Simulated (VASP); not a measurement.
The system is BN.

```
B N
1.0
     2.50164    0.00000    0.00000
    -1.25082    2.16648    0.00000
     0.00000    0.00000    7.36932
B N
2 2
Direct
  0.66667 0.33333 0.75000
  0.33333 0.66667 0.25000
  0.00000 0.00000 0.75000
  0.00000 0.00000 0.25000
```

Base run:

| Quantity | Value |
| --- | --- |
| Program | VASP 6.6.1 |
| Functional | r2SCAN |
| Potentials or basis | VASP PAW PBE potentials, release 64 (B, N) |
| Cutoff | 520 eV |
| k mesh | 14 × 14 × 4 |
| Occupations | fermi-dirac, width 0.02 eV |
| Spin | no spin polarisation |

Its results: band gap on the k mesh 4.41 eV, indirect (least direct gap 4.93 eV); pressure 0.0 GPa.

Question: The run is repeated on the same cell with these changes: functional from r2SCAN to LDA; potentials or basis from VASP PAW PBE potentials, release 64 (B, N) to VASP PAW LDA potentials, release 64 (B, N). What comes out?

Answer: Band gap on the k mesh 3.70 eV, indirect (least direct gap 4.13 eV); pressure -3.4 GPa.

Caveats: the PAW data sets were made with another functional, which shifts forces and pressure a little (some runs).

A k mesh can miss the band edges.
